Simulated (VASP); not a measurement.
Here is a VASP 6.6.1 calculation.

File INCAR:

```
SYSTEM = Ir
ALGO     = Normal         ! electronic algorithm
EDIFF    = 1E-6           ! SCF threshold, eV
ENCUT    = 560            ! plane-wave cutoff, eV
GGA      = PS             ! functional
GGA_COMPAT= .FALSE.      
ISIF     = 2              ! what is computed and relaxed
ISMEAR   = 0              ! smearing method
LASPH    = .TRUE.         ! aspherical terms in the spheres
LCHARG   = .FALSE.        ! write CHGCAR
LREAL    = .FALSE.        ! projectors in reciprocal space
LWAVE    = .FALSE.        ! write WAVECAR
NBANDS   = 14             ! bands
NELM     = 120            ! most SCF steps
PREC     = Accurate       ! precision mode
SIGMA    = 0.1            ! smearing width, eV
```

Contents of KPOINTS:

```
k-points
0
G
  15 15 15
  0 0 0
```

File POSCAR:

```
Ir
1.0
    2.6728587958      0.0000000000      0.0000000000
   -1.3364293979      2.3147636179      0.0000000000
    1.3364293979      0.7715878726      2.2260493450
Ir
1
Direct
    0.0000000000      0.0000000000      0.0000000000
```

Potentials or basis: VASP PAW PBE potentials, release 64 (Ir_sv_GW).

Command:

```sh
$ cat potpaw_PBE.64/Ir_sv_GW/POTCAR > POTCAR
$ mpirun -np 1 vasp_std > vasp.out
```

Q: What does it give for the band gap on the k mesh?

A: Zero (an odd number of electrons rules out a gap without spin polarisation).

Q: Estimate the pressure.

A: 6.2 GPa.

Stress tensor (GPa, compression positive):
```
10.31  0.00  0.00
 0.00 10.31  0.00
 0.00  0.00 -1.93
```

Caveat: the stress differs along the axes, from -2 to 10 GPa; the PAW data sets were made with another functional, which shifts forces and pressure a little; spin-orbit coupling is left out, which moves the levels of the heavy elements.
